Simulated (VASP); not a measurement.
# LaTe: single point with LDA

Crystal: LaTe.

```
La Te
1.0
     0.00000    3.21100    3.27522
     3.21100    0.00000    3.27522
     3.21100    3.21100    0.00000
La Te
1 1
Direct
  0.00000 0.00000 0.00000
  0.50000 0.50000 0.50000
```

This cell differs from its parent crystal: zz strain of +2 %.

| Item | Value |
| --- | --- |
| Program | VASP 6.6.1 |
| Task | single point |
| Functional | LDA |
| Potentials or basis | VASP PAW LDA potentials, release 64 (La, Te) |
| Cutoff | 520 eV |
| k mesh | 10 × 10 × 10 |
| Occupations | fermi-dirac, width 0.08 eV |
| Spin | no spin polarisation |
| Dipole correction | no |
| Further INCAR settings | ALGO = Normal; EDIFF = 1e-06; NBANDS = 16 |

- Pressure: -3.1 GPa

Stress tensor (GPa, compression positive):
```
-2.35  0.00  0.00
 0.00 -2.35  0.00
 0.00  0.00 -4.64
```

Levels at points of the mesh, in eV from the Fermi level:
| k point | band 7 | band 8 | band 9 | band 10 | band 11 | band 12 |
| --- | --- | --- | --- | --- | --- | --- |
| (0.00, 0.00, 0.00) | -2.27 | -2.27 | -0.10 | 0.04 | 0.04 | 0.58 |
| (0.50, 0.00, 0.00) | -3.85 | -3.84 | 0.72 | 1.03 | 1.03 | 1.23 |
| (0.50, 0.50, 0.00) | -2.65 | -2.65 | -1.57 | 1.13 | 1.13 | 1.19 |
| (0.50, 0.00, 0.50) | -2.74 | -2.68 | -1.57 | 1.10 | 1.13 | 1.19 |

It took 2.9 min on 1 thread of Intel(R) Xeon(R) Platinum 8375C CPU @ 2.90GHz (Ice Lake), on a shared host, peak memory 0.28 GiB.

Caveat: the cell differs from its parent crystal (zz strain of +2 %); spin-orbit coupling is left out, which moves the levels of the heavy elements.
